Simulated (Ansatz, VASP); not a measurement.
# ZnSe in VASP and in Ansatz

```
Se Zn
1.0
     0.00000    2.62204    2.62204
     2.62204    0.00000    2.62204
     2.62204    2.62204    0.00000
Se Zn
1 1
Cartesian
  0.0000 0.0000 0.0000
  2.6220 2.6220 2.6220
```

Alike in both runs: task single point; functional r2SCAN; k mesh 12 × 12 × 12; occupations gaussian, width 0.05 eV; no spin polarisation.

|  | VASP | Ansatz |
| --- | --- | --- |
| version | VASP 6.6.1 | Ansatz 0.2.0 |
| potentials or method | VASP PAW PBE potentials, release 64 (Se, Zn), cutoff 520 eV | scalar-relativistic, plane waves, PAW |
| valence electrons in the cell | 18 | 28 |

VASP gave:

| Item | Value |
| --- | --- |
| gap on the k mesh at the Fermi level (eV) | none |
| pressure (GPa) | 3.8 |

**Question.** Which values does Ansatz return?

**Answer.** gap on the k mesh at the Fermi level (eV): none; pressure (GPa): 3.6.

VASP's potentials were made for PBE, not for r2SCAN. A gap of «none» marks a metal or a gap that the smearing closes. The functional is the same, so the differences come from potentials, cutoffs and numerics. VASP's potentials hold 18 valence electrons a cell and Ansatz's 28, so a difference there can come from the potentials and not from the codes.
